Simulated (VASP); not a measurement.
# Rb in VASP: further runs

Runs on Rb. Level: PBE. Tasks: single point.

Everything below comes from runs of VASP 6.6.1. Logs are shortened: lines on timing, memory, paths and dates and some standing lists are left out, and cuts for length are marked.

### 1 The cell of the first run

Symmetry: P6_3/mmc, No. 194, hexagonal system. Conventional cell: a = 5.122 Å, b = 5.122 Å, c = 8.498 Å, α = 90.00°, β = 90.00°, γ = 120.00°.

This isn't the form of Rb at room conditions, which is bcc.

### 2 Single point, PBE

File INCAR:

```
SYSTEM = Rb
PREC = Accurate ; ENCUT = 520
EDIFF = 1E-6 ; ISMEAR = -1
SIGMA = 0.05 ; LREAL = .False.
LASPH = .True. ; NELM = 80
ALGO = Normal ; ISIF = 2
LWAVE = .False. ; LCHARG = .False.
GGA = PE ; NBANDS = 16
```

File KPOINTS:

```
regular mesh
0
Gamma
  6 6 3
  0 0 0
```

File POSCAR:

```
Rb
1.0
    5.1219046930      0.0000000000      0.0000000000
   -2.5609523465      4.4356995799      0.0000000000
    0.0000000000      0.0000000000      8.4979672781
Rb
2
Direct
    0.6666666667      0.3333333333      0.7500000000
    0.3333333333      0.6666666667      0.2500000000
```

Potentials or basis: VASP PAW PBE potentials, release 64 (Rb_sv).

Launch:

```
$ cat potpaw_PBE.64/Rb_sv/POTCAR > POTCAR
$ mpirun -np 1 vasp_std > vasp.out
```

OUTCAR:

```text
SYSTEM = Rb
   PREC = Accurate
   ENCUT = 520
   EDIFF = 1E-6
   ISMEAR = -1
   LREAL = .False.
   LASPH = .True.
   NELM = 80
   ISIF = 2
   GGA = PE

 ion  position               nearest neighbor table
   1  0.667  0.333  0.750-   2 5.18   2 5.18   2 5.18   2 5.18   2 5.18   2 5.18
   2  0.333  0.667  0.250-   1 5.18   1 5.18   1 5.18   1 5.18   1 5.18   1 5.18

  LATTYP: Found a hexagonal cell.
 ALAT       =     5.1219046930
 C/A-ratio  =     1.6591420160

  Lattice vectors:

 A1 = (   5.1219046930,   0.0000000000,   0.0000000000)
 A2 = (  -2.5609523465,   4.4356995799,   0.0000000000)
 A3 = (   0.0000000000,   0.0000000000,   8.4979672781)

Analysis of symmetry for initial positions (statically):
=====================================================================
 Subroutine PRICEL returns:
 Original cell was already a primitive cell.

 Routine SETGRP: Setting up the symmetry group for a
 hexagonal supercell.

 Subroutine GETGRP returns: Found 24 space group operations
 (whereof 12 operations were pure point group operations)
 out of a pool of 24 trial point group operations.

The static configuration has the point symmetry D_3d.
 The point group associated with its full space group is D_6h.

Analysis of symmetry for dynamics (positions and initial velocities):
=====================================================================
 Subroutine PRICEL returns:
 Original cell was already a primitive cell.

 Routine SETGRP: Setting up the symmetry group for a
 hexagonal supercell.

 Subroutine GETGRP returns: Found 24 space group operations
 (whereof 12 operations were pure point group operations)
 out of a pool of 24 trial point group operations.

The dynamic configuration has the point symmetry D_3d.
 The point group associated with its full space group is D_6h.

 Subroutine INISYM returns: Found 24 space group operations
 (whereof 12 operations are pure point group operations),
 and found     1 'primitive' translations

----------------------------------------------------------------------------------------

                                     Primitive cell

  volume of cell :     193.0673

  direct lattice vectors                    reciprocal lattice vectors
     5.121904693  0.000000000  0.000000000     0.195239869  0.112721791  0.000000000
    -2.560952347  4.435699580  0.000000000     0.000000000  0.225443582  0.000000000
     0.000000000  0.000000000  8.497967278     0.000000000  0.000000000  0.117675200

  length of vectors
     5.121904693  5.121904693  8.497967278     0.225443582  0.225443582  0.117675200
[... 70 lines left out ...]
   EDIFF  = 0.1E-05   stopping-criterion for ELM
   LREAL  =      F    real-space projection
   EDIFFG = 0.1E-04   stopping-criterion for IOM
   NSW    =      0    number of steps for IOM
   IBRION =     -1    ionic relax: 0-MD 1-quasi-New 2-CG
   NFREE  =      0    steps in history (QN), initial steepest desc. (CG)
   ISIF   =      2    stress and relaxation
   ISYM   =      2    0-nonsym 1-usesym 2-fastsym
   POTIM  = 0.5000    time-step for ionic-motion
   TEBEG  =    0.0;   TEEND  =   0.0 temperature during run
   PSTRESS=    0.0 pullay stress
   NELECT =      18.0000    total number of electrons
   NUPDOWN=      -1.0000    fix difference up-down
   EMIN   =  10.00;   EMAX   =-10.00  energy-range for DOS
   EFERMI =   0.00;   METHOD = LEGACY
   ISMEAR =    -1;   SIGMA  =   0.05  broadening in eV -4-tet -1-fermi 0-gaus
   EFERMI_NEDOS =   21; number of points for ismear=-14 and -15
   IALGO  =     38    algorithm
   IMIX   =      4    mixing-type and parameters
     AMIX     =   0.40;   BMIX     =  1.00
     AMIX_MAG =   1.60;   BMIX_MAG =  1.00
  volume/ion in A,a.u.               =      96.53       651.44
  Fermi-wavevector in a.u.,A,eV,Ry     =   0.742328  1.402797  7.497511  0.551052
  Thomas-Fermi vector in A             =   1.837181
   LORBIT       =      0    0 simple, 1 ext, 2 COOP (PROOUT), +10 PAW based schemes
   GGA     = PE    functional components
   LHFCALC =     F    Hartree Fock is set to
   AEXX    =    0.0000 exact exchange contribution
   IVDW    =     0    specifies the selected vdW correction
   LEPSILON=     F    determine dielectric tensor
   LRPA    =     F    only Hartree local field effects (RPA)
 non-spin polarized calculation
  energy-cutoff  :      520.00
  volume of cell :      193.07
 maximum number of plane-waves:      5239
 NGX is ok and might be reduce to    40
   NGX = 19   NGY = 19   NGZ = 31

 number of electron      18.0000000 magnetization

 Free energy of the ion-electron system (eV)
  ---------------------------------------------------
  ext. energy  EPLUGINS =         0.00000000
  ---------------------------------------------------
  free energy    TOTEN  =        -1.85833889 eV

  energy without entropy =       -1.83180541  energy(sigma->0) =       -1.84507215

 E-fermi :  -0.1307     XC(G=0):  -5.3258

 val. band max:       -0.2599620018   @ k =   0.1667   0.1667   0.3333
 cond. band min:      -0.1203668268   @ k =   0.3333   0.1667   0.3333
 fundamental gap:      0.1395951750
 Fermi energy:        -0.1306721022

 k-point     1 :       0.0000    0.0000    0.0000
  band No.  band energies     occupation
      1     -29.0462      2.00000
      2     -29.0436      2.00000
      3     -13.1673      2.00000
      4     -13.1045      2.00000
      5     -13.1045      2.00000
      6     -13.0948      2.00000
[... 243 lines left out ...]
      3     -13.1525      2.00000
      4     -13.1525      2.00000
      5     -13.1474      2.00000
      6     -13.1370      2.00000
[... 8 lines left out ...]
     15       3.0723      0.00000
     16       3.9652      0.00000

------------------------ aborting loop because EDIFF is reached ----------------------------------------

  FORCE on cell =-STRESS in cart. coord.  units (eV):
  Direction    XX          YY          ZZ          XY          YZ          ZX
  --------------------------------------------------------------------------------------
  -------------------------------------------------------------------------------------
  Total       -0.0975953     -0.0975953     -0.2248175      0.0000000      0.0000000      0.0000000
  in kB       -0.8098989     -0.8098989     -1.8656576      0.0000000      0.0000000      0.0000000
  external PRESSURE =      -1.1618184 kB  Pullay stress =       0.0000000 kB

 VOLUME and BASIS-vectors are now :
 -----------------------------------------------------------------------------
  energy-cutoff  :      520.00
  volume of cell :      193.07
      direct lattice vectors                 reciprocal lattice vectors
     5.121904693  0.000000000  0.000000000     0.195239869  0.112721791  0.000000000
    -2.560952347  4.435699580  0.000000000     0.000000000  0.225443582  0.000000000
     0.000000000  0.000000000  8.497967278     0.000000000  0.000000000  0.117675200

 POSITION                                       TOTAL-FORCE (eV/Angst)
 -----------------------------------------------------------------------------------
      2.56095      1.47857      6.37348         0.000000     -0.000000     -0.000000
     -0.00000      2.95713      2.12449        -0.000000      0.000000      0.000000
 -----------------------------------------------------------------------------------
    total drift:                               -0.000000      0.000000     -0.000000

  FREE ENERGIE OF THE ION-ELECTRON SYSTEM (eV)
  ---------------------------------------------------
  free  energy   TOTEN  =        -1.8583388922 eV

  energy  without entropy=       -1.8318054141  energy(sigma->0) =       -1.84507215
```

OSZICAR:

```text
N       E                     dE             d eps       ncg     rms          rms(c)
DAV:   1     0.114536767335E+03    0.11454E+03   -0.68336E+03   448   0.844E+02
DAV:   2     0.110317097917E+02   -0.10351E+03   -0.10029E+03   552   0.182E+02
DAV:   3    -0.789181978028E+00   -0.11821E+02   -0.11790E+02   680   0.583E+01
DAV:   4    -0.184538187106E+01   -0.10562E+01   -0.10561E+01   752   0.126E+01
DAV:   5    -0.185426208885E+01   -0.88802E-02   -0.88780E-02   632   0.127E+00    0.163E+00
DAV:   6    -0.185603110981E+01   -0.17690E-02   -0.54083E-03   688   0.363E-01    0.979E-01
DAV:   7    -0.185805970572E+01   -0.20286E-02   -0.49425E-03   592   0.387E-01    0.636E-02
DAV:   8    -0.185828837928E+01   -0.22867E-03   -0.23940E-04   712   0.859E-02    0.283E-02
DAV:   9    -0.185833856039E+01   -0.50181E-04   -0.52769E-05   640   0.485E-02    0.820E-03
DAV:  10    -0.185833889218E+01   -0.33179E-06   -0.95162E-06   624   0.163E-02
   1 F= -.18583389E+01 E0= -.18450722E+01  d E =-.265335E-01
```

stdout:

```text
POSCAR found type information on POSCAR Rb
 POSCAR found :  1 types and       2 ions
 scaLAPACK will be used
 LDA part: xc-table for (Slater+PW92), standard interpolation
 POSCAR, INCAR and KPOINTS ok, starting setup
 FFT: planning ... GRIDC
 FFT: planning ... GRID_SOFT
 FFT: planning ... GRID
 WAVECAR not read
 entering main loop
```

Run time: 37 s. Hardware: 1 thread of Intel Xeon Platinum 8259CL at 2.50GHz (Skylake/Cascade Lake), shared host; peak memory 0.3 GiB.

What came out:

```yaml
Free_energy: -1.8583 eV
Pressure: -0.1 GPa
Band_gap_on_the_k_mesh: zero (bands 9 and 10 overlap by 1.73 eV)
```

Stress tensor (GPa, compression positive):
```
-0.08  0.00  0.00
 0.00 -0.08  0.00
 0.00  0.00 -0.19
```

### 3 Single point, PBE

This run uses another cell than the first one, of 98.43 Å³/atom.

File INCAR:

```
ALGO = Fast
EDIFF = 1E-7
ENCUT = 520
GGA = PE
ISIF = 2
ISMEAR = -1
LASPH = True
LCHARG = False
LREAL = False
LWAVE = False
NBANDS = 16
NELM = 60
PREC = Accurate
SIGMA = 0.05
```

File KPOINTS:

```
k-points
0
Gamma
  6 6 3
```

File POSCAR:

```
Rb
1.0
    5.1551647463      0.0000000000      0.0000000000
   -2.5775823732      4.4645036310      0.0000000000
    0.0000000000      0.0000000000      8.5531504300
Rb
2
Direct
    0.6666666667      0.3333333333      0.7500000000
    0.3333333333      0.6666666667      0.2500000000
```

Potentials or basis: VASP PAW PBE potentials, release 64 (Rb_sv).

Launch:

```
$ cat potpaw_PBE.64/Rb_sv/POTCAR > POTCAR
$ mpirun -np 1 vasp_std > vasp.out
```

OUTCAR:

```text
EDIFF = 1E-7
   ENCUT = 520
   GGA = PE
   ISIF = 2
   ISMEAR = -1
   LASPH = True
   LREAL = False
   NELM = 60
   PREC = Accurate

 ion  position               nearest neighbor table
   1  0.667  0.333  0.750-   2 5.21   2 5.21   2 5.21   2 5.21   2 5.21   2 5.21
   2  0.333  0.667  0.250-   1 5.21   1 5.21   1 5.21   1 5.21   1 5.21   1 5.21

  LATTYP: Found a hexagonal cell.
 ALAT       =     5.1551647463
 C/A-ratio  =     1.6591420160

  Lattice vectors:

 A1 = (   5.1551647463,   0.0000000000,   0.0000000000)
 A2 = (  -2.5775823732,   4.4645036310,   0.0000000000)
 A3 = (   0.0000000000,   0.0000000000,   8.5531504300)

Analysis of symmetry for initial positions (statically):
=====================================================================
 Subroutine PRICEL returns:
 Original cell was already a primitive cell.

 Routine SETGRP: Setting up the symmetry group for a
 hexagonal supercell.

 Subroutine GETGRP returns: Found 24 space group operations
 (whereof 12 operations were pure point group operations)
 out of a pool of 24 trial point group operations.
[... 151 lines left out ...]
  free energy    TOTEN  =        -1.85505046 eV

  energy without entropy =       -1.82845168  energy(sigma->0) =       -1.84175107

 E-fermi :  -0.1710     XC(G=0):  -5.2805

 val. band max:       -0.2994356176   @ k =   0.1667   0.1667   0.3333
 cond. band min:      -0.1607606025   @ k =   0.3333   0.1667   0.3333
 fundamental gap:      0.1386750151
 Fermi energy:        -0.1709902584

 k-point     1 :       0.0000    0.0000    0.0000
  band No.  band energies     occupation
      1     -29.0974      2.00000
      2     -29.0950      2.00000
      3     -13.2148      2.00000
      4     -13.1565      2.00000
      5     -13.1565      2.00000
      6     -13.1474      2.00000
[... 243 lines left out ...]
      3     -13.2012      2.00000
      4     -13.2012      2.00000
      5     -13.1965      2.00000
      6     -13.1868      2.00000
[... 8 lines left out ...]
     15       3.0113      0.00000
     16       3.8747      0.00000

------------------------ aborting loop because EDIFF is reached ----------------------------------------

  FORCE on cell =-STRESS in cart. coord.  units (eV):
  Direction    XX          YY          ZZ          XY          YZ          ZX
  --------------------------------------------------------------------------------------
  -------------------------------------------------------------------------------------
  Total       -0.1573540     -0.1573540     -0.2832106      0.0000000     -0.0000000     -0.0000000
  in kB       -1.2806973     -1.2806973     -2.3050387      0.0000000     -0.0000000     -0.0000000
  external PRESSURE =      -1.6221444 kB  Pullay stress =       0.0000000 kB

 VOLUME and BASIS-vectors are now :
 -----------------------------------------------------------------------------
  energy-cutoff  :      520.00
  volume of cell :      196.85
      direct lattice vectors                 reciprocal lattice vectors
     5.155164746  0.000000000  0.000000000     0.193980222  0.111994533  0.000000000
    -2.577582373  4.464503631  0.000000000     0.000000000  0.223989066  0.000000000
     0.000000000  0.000000000  8.553150430     0.000000000  0.000000000  0.116915984

 POSITION                                       TOTAL-FORCE (eV/Angst)
 -----------------------------------------------------------------------------------
      2.57758      1.48817      6.41486         0.000000     -0.000000      0.000000
     -0.00000      2.97634      2.13829        -0.000000      0.000000      0.000000
 -----------------------------------------------------------------------------------
    total drift:                                0.000000     -0.000000      0.000000

  FREE ENERGIE OF THE ION-ELECTRON SYSTEM (eV)
  ---------------------------------------------------
  free  energy   TOTEN  =        -1.8550504566 eV

  energy  without entropy=       -1.8284516836  energy(sigma->0) =       -1.84175107
```

Wall time 80 s (1 thread of Intel Xeon Platinum 8259CL at 2.50GHz (Skylake/Cascade Lake), shared host); peak memory 0.3 GiB.

Results:

```yaml
Free_energy: -1.8551 eV
Pressure: -0.2 GPa
Band_gap_on_the_k_mesh: zero (bands 9 and 10 overlap by 1.71 eV)
```

Stress tensor (GPa, compression positive):
```
-0.13  0.00  0.00
 0.00 -0.13  0.00
 0.00  0.00 -0.23
```

### 4 Single point, PBE

This run uses another cell than the first one, of 100.32 Å³/atom.

File INCAR:

```
PREC = Accurate
ENCUT = 520
EDIFF = 1E-6
ISMEAR = -1
SIGMA = 0.05
LREAL = F
LASPH = T
NELM = 100
ALGO = Normal
ISIF = 2
LWAVE = F
LCHARG = T
GGA = PE
LELF = T
LVHAR = T
NBANDS = 16
```

File KPOINTS:

```
regular mesh
0
Gamma
  6 6 3
```

File POSCAR:

```
Rb
1.0
    5.1880010759      0.0000000000      0.0000000000
   -2.5940005379      4.4929407265      0.0000000000
    0.0000000000      0.0000000000      8.6076305640
Rb
2
Direct
    0.6666666667      0.3333333333      0.7500000000
    0.3333333333      0.6666666667      0.2500000000
```

Launch:

```
$ cat potpaw_PBE.64/Rb_sv/POTCAR > POTCAR
$ mpirun -np 1 vasp_std > vasp.out
```

Wall time 40 s (1 thread of Intel Xeon Platinum 8259CL at 2.50GHz (Skylake/Cascade Lake), shared host); peak memory 0.3 GiB.

The run converged. Its results:

```yaml
Free_energy: -1.8508 eV
Pressure: -0.2 GPa
Band_gap_on_the_k_mesh: zero (bands 9 and 10 overlap by 1.70 eV)
```

Stress tensor (GPa, compression positive):
```
-0.16  0.00  0.00
 0.00 -0.16  0.00
 0.00  0.00 -0.26
```

Levels at points of the mesh, in eV from the Fermi level:
```csv
k point,band 6,band 7,band 8,band 9,band 10,band 11,band 12,band 13
"(0.00, 0.00, 0.00)",-12.99,-12.99,-12.99,-1.83,0.12,0.58,3.41,3.43
"(0.50, 0.00, 0.00)",-13.01,-13.00,-13.00,0.07,0.32,1.33,1.58,1.96
```

[end of part 1 of 2]

The gap in the log of VASP goes by the Fermi energy; the results here count the filled bands.